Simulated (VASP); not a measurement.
A run of VASP 6.6.1 is set up as follows.

INCAR

```
PREC = Accurate ; ENCUT = 600
EDIFF = 1E-6 ; ISMEAR = -1
SIGMA = 0.08 ; LREAL = F
LASPH = T ; NELM = 120
ALGO = Normal ; ISIF = 2
LWAVE = F ; LCHARG = F
GGA = PS ; NBANDS = 26
GGA_COMPAT = F
```

Contents of KPOINTS:

```
Automatic mesh
0
Gamma
  11 11 11
```

Contents of POSCAR:

```
CrCuO2
1.0
    1.3567334696      0.7833104339      5.2017090043
   -1.3567334696      0.7833104339      5.2017090043
    0.0000000000     -1.5666208678      5.2017090043
Cr Cu O
1 1 2
Direct
    0.5000000000      0.5000000000      0.5000000000
    0.0000000000      0.0000000000      0.0000000000
    0.1079200000      0.1079200000      0.1079200000
    0.8920800000      0.8920800000      0.8920800000
```

Potentials or basis: VASP PAW PBE potentials, release 64 (Cr_pv, Cu, O).

Command:

```bash
$ cat potpaw_PBE.64/Cr_pv/POTCAR potpaw_PBE.64/Cu/POTCAR potpaw_PBE.64/O/POTCAR > POTCAR
$ mpirun -np 1 vasp_std > vasp.out
```

Q: Predict the band gap on the k mesh.

A: Zero (an odd number of electrons rules out a gap without spin polarisation).

Q: Estimate the largest force.

A: 1.710 eV/Å.

Forces in eV/Å, atoms in the order of the input:
```
Cr   0.000  0.000  0.000
Cu   0.000  0.000  0.000
O    0.000  0.000 -1.710
O    0.000  0.000  1.710
```

Caveat: an empty level that is flat over the whole mesh can mark a ghost state of the potentials, or a narrow d or f band; the PAW data sets were made with another functional, which shifts forces and pressure a little; an odd number of electrons without spin polarisation forces a metal; a magnetic or distorted state may lie lower; the run has no spin polarisation, though such a crystal can be magnetic; semilocal functionals often make such compounds metallic where correlation or magnetic order opens a gap, which also shifts bond lengths. Spin polarisation is off, so any magnetic state and its effect on volume and gap are missing.
